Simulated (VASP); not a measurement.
# OsO (P6/mmm) in VASP: further runs, part 2 of 2

VASP 6.6.1.

### Step 5. Single point, PBE, non-collinear spin, zero start, spin-orbit coupling

Contents of INCAR:

```
PREC     = Accurate       # precision mode
ENCUT    = 520            # plane-wave cutoff, eV
EDIFF    = 1E-6           # SCF threshold, eV
ISMEAR   = -1             # smearing method
SIGMA    = 0.1            # smearing width, eV
LREAL    = False          # projectors in reciprocal space
LASPH    = True           # aspherical terms in the spheres
NELM     = 150            # most SCF steps
ALGO     = Normal         # electronic algorithm
ISIF     = 2              # what is computed and relaxed
LWAVE    = False          # write WAVECAR
LCHARG   = False          # write CHGCAR
LNONCOLLINEAR= True           # non-collinear magnetism
MAGMOM   = 0 0 0 0 0 0    # initial moments
LORBIT   = 11             # projections on sites
LSORBIT  = True           # spin-orbit coupling
GGA_COMPAT= False        
LORBMOM  = True         
LMAXMIX  = 4              # l up to which the mixer works
GGA      = PE             # functional
NBANDS   = 26             # bands
```

Contents of KPOINTS:

```
regular mesh
0
Gamma
  8 8 5
```

Contents of POSCAR:

```
OsO
1.0
    3.3211167600      0.0000000000      0.0000000000
   -1.6605583800      2.8761714800      0.0000000000
    0.0000000000      0.0000000000      4.6590329000
Os O
1 1
Direct
    0.0000000000      0.0000000000      0.5000000000
    0.0000000000      0.0000000000      0.0000000000
```

Potentials or basis: VASP PAW PBE potentials, release 64 (Os, O).

Run with:

```console
$ cat potpaw_PBE.64/Os/POTCAR potpaw_PBE.64/O/POTCAR > POTCAR
$ mpirun -np 1 vasp_ncl > vasp.out
```

OUTCAR:

```text
PREC = Accurate
   ENCUT = 520
   EDIFF = 1E-6
   ISMEAR = -1
   LREAL = False
   LASPH = True
   NELM = 150
   ISIF = 2
   LNONCOLLINEAR = True
   LORBIT = 11
   LSORBIT = True
   GGA = PE

 ion  position               nearest neighbor table
   1  0.000  0.000  0.500-   2 2.33   2 2.33
   2  0.000  0.000  0.000-   1 2.33   1 2.33

  LATTYP: Found a hexagonal cell.
 ALAT       =     3.3211167600
 C/A-ratio  =     1.4028512807

  Lattice vectors:

 A1 = (   3.3211167600,   0.0000000000,   0.0000000000)
 A2 = (  -1.6605583800,   2.8761714800,   0.0000000000)
 A3 = (   0.0000000000,   0.0000000000,   4.6590329000)

Analysis of symmetry for initial positions (statically):
=====================================================================
 Subroutine PRICEL returns:
 Original cell was already a primitive cell.

 Routine SETGRP: Setting up the symmetry group for a
 hexagonal supercell.

 Subroutine GETGRP returns: Found 24 space group operations
 (whereof 24 operations were pure point group operations)
 out of a pool of 24 trial point group operations.

The static configuration has the point symmetry D_6h.

Analysis of symmetry for dynamics (positions and initial velocities):
=====================================================================
 Subroutine PRICEL returns:
 Original cell was already a primitive cell.

 Routine SETGRP: Setting up the symmetry group for a
 hexagonal supercell.

 Subroutine GETGRP returns: Found 24 space group operations
 (whereof 24 operations were pure point group operations)
 out of a pool of 24 trial point group operations.

The dynamic configuration has the point symmetry D_6h.

Analysis of structural, dynamic, and magnetic symmetry:
=====================================================================
 Subroutine PRICEL returns:
 Original cell was already a primitive cell.

 Routine SETGRP: Setting up the symmetry group for a
 hexagonal supercell.
[... 903 lines left out ...]

 orbital moment (y)

 # of ion     p       d       tot
 ----------------------------------------
  1        -0.000   0.000   0.000
  2         0.000   0.000   0.000
 ----------------------------------------
            0.000   0.000   0.000

 orbital moment (z)

 # of ion     p       d       tot
 ----------------------------------------
  1         0.000   0.000   0.000
  2        -0.000   0.000  -0.000
 ----------------------------------------
           -0.000   0.000  -0.000

 Spin-Orbit-Coupling matrix elements

 Ion:    1  E_soc:     -1.0034974
 l=   1
     0.0000000    -0.0140293    -0.0160988
    -0.0140293     0.0000000    -0.0140293
    -0.0160988    -0.0140293     0.0000000
 l=   2
     0.0000000    -0.0360491     0.0000000    -0.0360491    -0.0888041
    -0.0360491     0.0000000    -0.0917149    -0.0411609    -0.0360491
     0.0000000    -0.0917149     0.0000000    -0.0917149     0.0000000
    -0.0360491    -0.0411609    -0.0917149     0.0000000    -0.0360491
    -0.0888041    -0.0360491     0.0000000    -0.0360491     0.0000000
 l=   3
     0.0000000     0.0000000     0.0000000     0.0000000     0.0000000     0.0000000     0.0000000
     0.0000000     0.0000000     0.0000000     0.0000000     0.0000000     0.0000000     0.0000000
     0.0000000     0.0000000     0.0000000     0.0000000     0.0000000     0.0000000     0.0000000
     0.0000000     0.0000000     0.0000000     0.0000000     0.0000000     0.0000000     0.0000000
     0.0000000     0.0000000     0.0000000     0.0000000     0.0000000     0.0000000     0.0000000
     0.0000000     0.0000000     0.0000000     0.0000000     0.0000000     0.0000000     0.0000000
     0.0000000     0.0000000     0.0000000     0.0000000     0.0000000     0.0000000     0.0000000

 Ion:    2  E_soc:     -0.0012667
 l=   1
     0.0000000    -0.0001718    -0.0002898
    -0.0001718     0.0000000    -0.0001718
    -0.0002898    -0.0001718     0.0000000
 l=   2
     0.0000000     0.0000000     0.0000000     0.0000000     0.0000000
     0.0000000     0.0000000     0.0000000     0.0000000     0.0000000
     0.0000000     0.0000000     0.0000000     0.0000000     0.0000000
     0.0000000     0.0000000     0.0000000     0.0000000     0.0000000
     0.0000000     0.0000000     0.0000000     0.0000000     0.0000000
 l=   3
     0.0000000     0.0000000     0.0000000     0.0000000     0.0000000     0.0000000     0.0000000
     0.0000000     0.0000000     0.0000000     0.0000000     0.0000000     0.0000000     0.0000000
     0.0000000     0.0000000     0.0000000     0.0000000     0.0000000     0.0000000     0.0000000
     0.0000000     0.0000000     0.0000000     0.0000000     0.0000000     0.0000000     0.0000000
     0.0000000     0.0000000     0.0000000     0.0000000     0.0000000     0.0000000     0.0000000
     0.0000000     0.0000000     0.0000000     0.0000000     0.0000000     0.0000000     0.0000000
     0.0000000     0.0000000     0.0000000     0.0000000     0.0000000     0.0000000     0.0000000

 total charge

# of ion       s       p       d       tot
------------------------------------------
    1        0.434   0.215   5.504   6.153
    2        1.582   3.125   0.000   4.706
--------------------------------------------------
tot          2.016   3.340   5.504  10.859

 magnetization (x)

# of ion       s       p       d       tot
------------------------------------------
    1        0.000  -0.000   0.000   0.000
    2       -0.000  -0.000   0.000  -0.000
--------------------------------------------------
tot         -0.000  -0.000   0.000  -0.000

 magnetization (y)

# of ion       s       p       d       tot
------------------------------------------
    1        0.000   0.000  -0.000   0.000
    2        0.000  -0.000   0.000  -0.000
--------------------------------------------------
tot          0.000  -0.000  -0.000   0.000

 magnetization (z)

# of ion       s       p       d       tot
------------------------------------------
    1        0.000  -0.000  -0.000  -0.000
    2       -0.000   0.000   0.000   0.000
--------------------------------------------------
tot         -0.000  -0.000  -0.000  -0.000
```

It took 1.8 min on 1 thread of AMD EPYC 9R14 (Zen 4), shared host; peak memory 0.27 GiB.

Results:

```
Free energy                                           : -12.5994 eV
Pressure                                              : -37.8 GPa
Net moment                                            : 0.00 μB per cell
Valence electrons inside the program's atomic spheres : Os 6.15; O 4.71
```

Moments on the atoms (μB; x, y, z):
```
Os  0.00 0.00 0.00
O   0.00 0.00 0.00
```

Caveat: the cell stands under tension.

### Step 6. Summary

| k mesh | smearing | pressure (GPa) | moment (μB) |
| --- | --- | --- | --- |
| 15 × 15 × 9 | gaussian 0.05 eV | -38.3 | 0.00 |
| 7 × 7 × 4 | gaussian 0.05 eV | -38.3 | 0.00 |
| 8 × 8 × 5 | fermi-dirac 0.1 eV | -37.8 | 0.00 |

Alike in all rows: task single point; level PBE; potentials or basis VASP PAW PBE potentials, release 64 (Os, O); spin non-collinear, zero start, SOC; cell as given; cutoff (eV) 520.

Caveats: the cell stands under tension.

Absolute energies hang on the potentials; compare differences alone.
